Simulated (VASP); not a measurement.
Wanted: the native input for a VASP 6.6.1 run.

| Quantity | Value |
| --- | --- |
| Task | relaxation of cell and atoms |
| Functional | PBEsol |
| Potentials or basis | VASP PAW PBE potentials, release 64 (Cu, Au) |
| Cutoff | 600 eV |
| k mesh | 9 × 9 × 7 |
| Occupations | fermi-dirac, width 0.1 eV |
| Spin | no spin polarisation |
| Dipole correction | no |
| Further INCAR settings | ALGO = Normal; EDIFF = 1e-07; IBRION = 2; EDIFFG = -0.03; NSW = 50; ISIF = 3 |

The structure of CuAu lies in POSCAR:

```
CuAu
1.0
    2.8107494600      0.0000000000      0.0000000000
    0.0000000000      2.8107494600      0.0000000000
    0.0000000000      0.0000000000      3.6850000000
Cu Au
1 1
Direct
    0.5000000000      0.5000000000      0.5000000000
    0.0000000000      0.0000000000      0.0000000000
```

The input as run:

INCAR

```
PREC     = Accurate       # precision mode
ENCUT    = 600            # plane-wave cutoff, eV
EDIFF    = 1E-7           # SCF threshold, eV
ISMEAR   = -1             # smearing method
SIGMA    = 0.1            # smearing width, eV
LREAL    = False          # projectors in reciprocal space
LASPH    = True           # aspherical terms in the spheres
NELM     = 80             # most SCF steps
ALGO     = Normal         # electronic algorithm
ISIF     = 3              # what is computed and relaxed
LWAVE    = False          # write WAVECAR
LCHARG   = False          # write CHGCAR
GGA      = PS             # functional
IBRION   = 2              # ionic algorithm
NSW      = 50             # ionic steps
EDIFFG   = -0.03          # ionic threshold
```

KPOINTS

```
Automatic mesh
0
Gamma
  9 9 7
```

Potentials or basis: VASP PAW PBE potentials, release 64 (Cu, Au).

Launch:

```console
$ cat potpaw_PBE.64/Cu/POTCAR potpaw_PBE.64/Au/POTCAR > POTCAR
$ mpirun -np 1 vasp_std > vasp.out
```

Results of the run:

* Relaxed volume: 14.22 Å³/atom
* Relaxed cell: a = 2.789 Å, b = 2.789 Å, c = 3.656 Å, α = 90.00°, β = 90.00°, γ = 90.00°
* Space group after relaxing (to 0.1 Å): P4/mmm (No. 123)
* Energy gained by relaxing: 4.1 meV/atom
* Ionic steps: 3
* Pressure after relaxing: -0.1 GPa
* Band gap on the k mesh: zero (bands 11 and 12 overlap by 5.48 eV)

Caveat: the PAW data sets were made with another functional, which shifts forces and pressure a little; spin-orbit coupling is left out, which moves the levels of the heavy elements.

It took 36 s on 1 thread of Intel(R) Xeon(R) Platinum 8488C (Sapphire Rapids) (shared host), peak memory 0.18 GiB.
